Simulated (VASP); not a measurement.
# Lu (P6_3/mmc) in VASP: single point with PBEsol

Aim: the single point of Lu with PBEsol.

Everything below comes from runs of VASP 6.6.1. Logs are shortened: lines on timing, memory, paths and dates and some standing lists are left out, and cuts for length are marked.

### Step 1. The cell of the first run

The structure is hexagonal, space group P6_3/mmc (No. 194). The conventional cell has a = 3.446 Å, b = 3.446 Å, c = 5.349 Å, α = 90.00°, β = 90.00°, γ = 120.00°. Lu (site symmetry -6m2) has 12 Lu at 3.33 to 3.45 Å within 4.4 Å.

### Step 2. Single point, PBEsol

The input, INCAR:

```
SYSTEM = Lu
PREC = Accurate ; ENCUT = 520
EDIFF = 1E-7 ; ISMEAR = -1
SIGMA = 0.05 ; LREAL = .FALSE.
LASPH = .TRUE. ; NELM = 100
ALGO = Normal ; ISIF = 2
LWAVE = .FALSE. ; LCHARG = .FALSE.
GGA = PS ; NBANDS = 32
```

The input, KPOINTS:

```
regular mesh
0
G
  17 17 9
  0 0 0
```

The input, POSCAR:

```
Lu
1.0
    3.4457839041      0.0000000000      0.0000000000
   -1.7228919520      2.9841363969      0.0000000000
    0.0000000000      0.0000000000      5.3488860315
Lu
2
Direct
    0.3333333333      0.6666666667      0.2500000000
    0.6666666667      0.3333333333      0.7500000000
```

Potentials or basis: VASP PAW PBE potentials, release 64 (Lu).

Command:

```console
cat potpaw_PBE.64/Lu/POTCAR > POTCAR
mpirun -np 1 vasp_std > vasp.out
```

OUTCAR:

```text
SYSTEM = Lu
   PREC = Accurate
   ENCUT = 520
   EDIFF = 1E-7
   ISMEAR = -1
   LREAL = .FALSE.
   LASPH = .TRUE.
   NELM = 100
   ISIF = 2
   GGA = PS

 ion  position               nearest neighbor table
   1  0.333  0.667  0.250-   2 3.33   2 3.33   2 3.33   2 3.33   2 3.33   2 3.33
   2  0.667  0.333  0.750-   1 3.33   1 3.33   1 3.33   1 3.33   1 3.33   1 3.33

  LATTYP: Found a hexagonal cell.
 ALAT       =     3.4457839041
 C/A-ratio  =     1.5522987455

  Lattice vectors:

 A1 = (   3.4457839041,   0.0000000000,   0.0000000000)
 A2 = (  -1.7228919520,   2.9841363969,   0.0000000000)
 A3 = (   0.0000000000,   0.0000000000,   5.3488860315)

Analysis of symmetry for initial positions (statically):
=====================================================================
 Subroutine PRICEL returns:
 Original cell was already a primitive cell.

 Routine SETGRP: Setting up the symmetry group for a
 hexagonal supercell.

 Subroutine GETGRP returns: Found 24 space group operations
 (whereof 12 operations were pure point group operations)
 out of a pool of 24 trial point group operations.

The static configuration has the point symmetry D_3d.
 The point group associated with its full space group is D_6h.

Analysis of symmetry for dynamics (positions and initial velocities):
=====================================================================
 Subroutine PRICEL returns:
 Original cell was already a primitive cell.

 Routine SETGRP: Setting up the symmetry group for a
 hexagonal supercell.

 Subroutine GETGRP returns: Found 24 space group operations
 (whereof 12 operations were pure point group operations)
 out of a pool of 24 trial point group operations.

The dynamic configuration has the point symmetry D_3d.
 The point group associated with its full space group is D_6h.

 Subroutine INISYM returns: Found 24 space group operations
 (whereof 12 operations are pure point group operations),
 and found     1 'primitive' translations

----------------------------------------------------------------------------------------

                                     Primitive cell

  volume of cell :      55.0009

  direct lattice vectors                    reciprocal lattice vectors
     3.445783904  0.000000000  0.000000000     0.290209725  0.167552663  0.000000000
    -1.722891952  2.984136397  0.000000000     0.000000000  0.335105326  0.000000000
     0.000000000  0.000000000  5.348886032     0.000000000  0.000000000  0.186954815

  length of vectors
     3.445783904  3.445783904  5.348886032     0.335105326  0.335105326  0.186954815

  position of ions in fractional coordinates (direct lattice)
     0.333333333  0.666666667  0.250000000
     0.666666667  0.333333333  0.750000000

  ion indices of the primitive-cell ions
   primitive index   ion index
                 1           1
                 2           2

----------------------------------------------------------------------------------------

 KPOINTS: regular mesh

Automatic generation of k-mesh.
 Grid dimensions read from file:
 generate k-points for:   17   17    9

 Generating k-lattice:

  Cartesian coordinates                     Fractional coordinates (reciprocal lattice)
     0.017071160  0.009856039  0.000000000     0.058823529  0.000000000  0.000000000
     0.000000000  0.019712078  0.000000000     0.000000000  0.058823529  0.000000000
     0.000000000  0.000000000  0.020772757     0.000000000  0.000000000  0.111111111

  Length of vectors
     0.019712078  0.019712078  0.020772757

  Shift w.r.t. Gamma in fractional coordinates (k-lattice)
     0.000000000  0.000000000  0.000000000

 Subroutine IBZKPT returns following result:
 ===========================================

 Found    165 irreducible k-points:

 Following reciprocal coordinates:
            Coordinates               Weight
  0.000000  0.000000  0.000000      1.000000
  0.058824 -0.000000  0.000000      6.000000
  0.117647  0.000000  0.000000      6.000000
  0.176471  0.000000  0.000000      6.000000
  0.235294  0.000000  0.000000      6.000000
  0.294118  0.000000  0.000000      6.000000
[... 16 lines left out ...]
  0.411765  0.117647  0.000000     12.000000
  0.176471  0.176471  0.000000      6.000000
 [... further k-points ...]
   k-points           NKPTS =    165   k-points in BZ     NKDIM =    165   number of bands    NBANDS=     32
   number of dos      NEDOS =    301   number of ions     NIONS =      2
   total plane-waves  NPLWV =  31360
   dimension x,y,z NGX =    28 NGY =   28 NGZ =   40
   dimension x,y,z NGXF=    56 NGYF=   56 NGZF=   80
   ions per type =               2
   NGX,Y,Z   is equivalent  to a cutoff of  13.51, 13.51, 12.43 a.u.
   NGXF,Y,Z  is equivalent  to a cutoff of  27.02, 27.02, 24.86 a.u.
 SYSTEM =  Lu
   PREC   = accura    normal or accurate (medium, high low for compatibility)
   ISTART =      0    job   : 0-new  1-cont  2-samecut
   ICHARG =      2    charge: 1-file 2-atom 10-const
   ISPIN  =      1    spin polarized calculation?
   LNONCOLLINEAR =      F non collinear calculations
   LSORBIT =      F    spin-orbit coupling
   LASPH  =      T    aspherical Exc in radial PAW
   ENCUT  =  520.0 eV  38.22 Ry    6.18 a.u.   6.41  6.41  9.95*2*pi/ulx,y,z
   NELM   =    100;   NELMIN=  2; NELMDL= -5     # of ELM steps
   EDIFF  = 0.1E-06   stopping-criterion for ELM
   LREAL  =      F    real-space projection
   EDIFFG = 0.1E-05   stopping-criterion for IOM
   NSW    =      0    number of steps for IOM
   IBRION =     -1    ionic relax: 0-MD 1-quasi-New 2-CG
   NFREE  =      0    steps in history (QN), initial steepest desc. (CG)
   ISIF   =      2    stress and relaxation
   ISYM   =      2    0-nonsym 1-usesym 2-fastsym
   POTIM  = 0.5000    time-step for ionic-motion
   TEBEG  =    0.0;   TEEND  =   0.0 temperature during run
   PSTRESS=    0.0 pullay stress
   NELECT =      50.0000    total number of electrons
   NUPDOWN=      -1.0000    fix difference up-down
   EMIN   =  10.00;   EMAX   =-10.00  energy-range for DOS
   EFERMI =   0.00;   METHOD = LEGACY
   ISMEAR =    -1;   SIGMA  =   0.05  broadening in eV -4-tet -1-fermi 0-gaus
   EFERMI_NEDOS =   21; number of points for ismear=-14 and -15
   IALGO  =     38    algorithm
   IMIX   =      4    mixing-type and parameters
     AMIX     =   0.40;   BMIX     =  1.00
     AMIX_MAG =   1.60;   BMIX_MAG =  1.00
  volume/ion in A,a.u.               =      27.50       185.58
  Fermi-wavevector in a.u.,A,eV,Ry     =   1.585896  2.996910 34.219570  2.515067
  Thomas-Fermi vector in A             =   2.685291
   LORBIT       =      0    0 simple, 1 ext, 2 COOP (PROOUT), +10 PAW based schemes
   GGA     = PS    functional components
   LHFCALC =     F    Hartree Fock is set to
   AEXX    =    0.0000 exact exchange contribution
   IVDW    =     0    specifies the selected vdW correction
   LEPSILON=     F    determine dielectric tensor
   LRPA    =     F    only Hartree local field effects (RPA)
 non-spin polarized calculation
  energy-cutoff  :      520.00
  volume of cell :       55.00
 maximum number of plane-waves:      1501
 NGX is ok and might be reduce to    28
   NGX = 13   NGY = 13   NGZ = 19

 number of electron      50.0000018 magnetization

 Free energy of the ion-electron system (eV)
  ---------------------------------------------------
  ext. energy  EPLUGINS =         0.00000000
  ---------------------------------------------------
  free energy    TOTEN  =        -9.91526826 eV

  energy without entropy =       -9.88923900  energy(sigma->0) =       -9.90225363

 E-fermi :   2.2992     XC(G=0): -11.0554

 val. band max:        2.2989521824   @ k =   0.3529   0.2353   0.4444
 cond. band min:       2.3037430767   @ k =   0.4118   0.1176   0.3333
 fundamental gap:      0.0047908943
 Fermi energy:         2.2992021853

 k-point     1 :       0.0000    0.0000    0.0000
  band No.  band energies     occupation
      1     -53.7540      2.00000
      2     -53.7060      2.00000
      3     -24.7731      2.00000
      4     -24.2501      2.00000
      5     -24.2501      2.00000
      6     -24.1446      2.00000
[... 24 lines left out ...]
     31       5.8096      0.00000
     32       5.8096      0.00000

 k-point     2 :       0.0588   -0.0000    0.0000
  band No.  band energies     occupation
      1     -53.7530      2.00000
      2     -53.7057      2.00000
      3     -24.7663      2.00000
      4     -24.2634      2.00000
      5     -24.2549      2.00000
      6     -24.1588      2.00000
[... 24 lines left out ...]
     31       5.6761      0.00000
     32       5.7154      0.00000

 k-point     3 :       0.1176    0.0000    0.0000
  band No.  band energies     occupation
      1     -53.7499      2.00000
      2     -53.7048      2.00000
      3     -24.7464      2.00000
      4     -24.3015      2.00000
      5     -24.2681      2.00000
      6     -24.1991      2.00000
[... 24 lines left out ...]
     31       5.5365      0.00000
     32       5.6248      0.00000

 k-point     4 :       0.1765    0.0000    0.0000
  band No.  band energies     occupation
      1     -53.7452      2.00000
      2     -53.7035      2.00000
      3     -24.7147      2.00000
      4     -24.3595      2.00000
      5     -24.2875      2.00000
      6     -24.2587      2.00000
[... 24 lines left out ...]
     31       5.9050      0.00000
     32       6.0120      0.00000

 k-point     5 :       0.2353    0.0000    0.0000
  band No.  band energies     occupation
      1     -53.7393      2.00000
      2     -53.7022      2.00000
      3     -24.6734      2.00000
      4     -24.4296      2.00000
      5     -24.3283      2.00000
      6     -24.3102      2.00000
[... 584 lines left out ...]
     31       7.5120      0.00000
     32       8.3298      0.00000

 k-point    22 :       0.3529    0.1176    0.0000
  band No.  band energies     occupation
      1     -53.7195      2.00000
      2     -53.7013      2.00000
      3     -24.6046      2.00000
      4     -24.5150      2.00000
      5     -24.5010      2.00000
      6     -24.3874      2.00000
[... 24 lines left out ...]
     31       8.0995      0.00000
     32       9.0079      0.00000

 k-point    23 :       0.4118    0.1176    0.0000
  band No.  band energies     occupation
      1     -53.7163      2.00000
      2     -53.7020      2.00000
      3     -24.6291      2.00000
      4     -24.5151      2.00000
      5     -24.4841      2.00000
      6     -24.4015      2.00000
[... 24 lines left out ...]
     31       8.5133      0.00000
     32       9.2562      0.00000

 k-point    24 :       0.1765    0.1765    0.0000
  band No.  band energies     occupation
      1     -53.7313      2.00000
      2     -53.7011      2.00000
      3     -24.6143      2.00000
      4     -24.4642      2.00000
      5     -24.4594      2.00000
      6     -24.3136      2.00000
[... 24 lines left out ...]
     31       6.7316      0.00000
     32       7.6359      0.00000

 [... further k-points ...]

------------------------ aborting loop because EDIFF is reached ----------------------------------------

  FORCE on cell =-STRESS in cart. coord.  units (eV):
  Direction    XX          YY          ZZ          XY          YZ          ZX
  --------------------------------------------------------------------------------------
  -------------------------------------------------------------------------------------
  Total        0.0406625      0.0406625      0.0455459      0.0000000      0.0000000      0.0000000
  in kB        1.1844992      1.1844992      1.3267533      0.0000000      0.0000000      0.0000000
  external PRESSURE =       1.2319173 kB  Pullay stress =       0.0000000 kB

 VOLUME and BASIS-vectors are now :
 -----------------------------------------------------------------------------
  energy-cutoff  :      520.00
  volume of cell :       55.00
      direct lattice vectors                 reciprocal lattice vectors
     3.445783904  0.000000000  0.000000000     0.290209725  0.167552663  0.000000000
    -1.722891952  2.984136397  0.000000000     0.000000000  0.335105326  0.000000000
     0.000000000  0.000000000  5.348886032     0.000000000  0.000000000  0.186954815

 POSITION                                       TOTAL-FORCE (eV/Angst)
 -----------------------------------------------------------------------------------
     -0.00000      1.98942      1.33722         0.000000     -0.000000      0.000000
      1.72289      0.99471      4.01166        -0.000000      0.000000      0.000000
 -----------------------------------------------------------------------------------
    total drift:                               -0.000000      0.000000     -0.000000

  FREE ENERGIE OF THE ION-ELECTRON SYSTEM (eV)
  ---------------------------------------------------
  free  energy   TOTEN  =        -9.9152682608 eV

  energy  without entropy=       -9.8892390013  energy(sigma->0) =       -9.90225363
```

Run time: 7.2 min. Hardware: 1 thread of Intel Xeon 8259CL, shared host; peak memory 0.36 GiB.

Results:

```
Free energy            : -9.9153 eV
Pressure               : 0.1 GPa
Band gap on the k mesh : zero (bands 25 and 26 overlap by 1.74 eV)
```

Caveat: the PAW data sets were made with another functional, which shifts forces and pressure a little; spin-orbit coupling is left out, which moves the levels of the heavy elements.
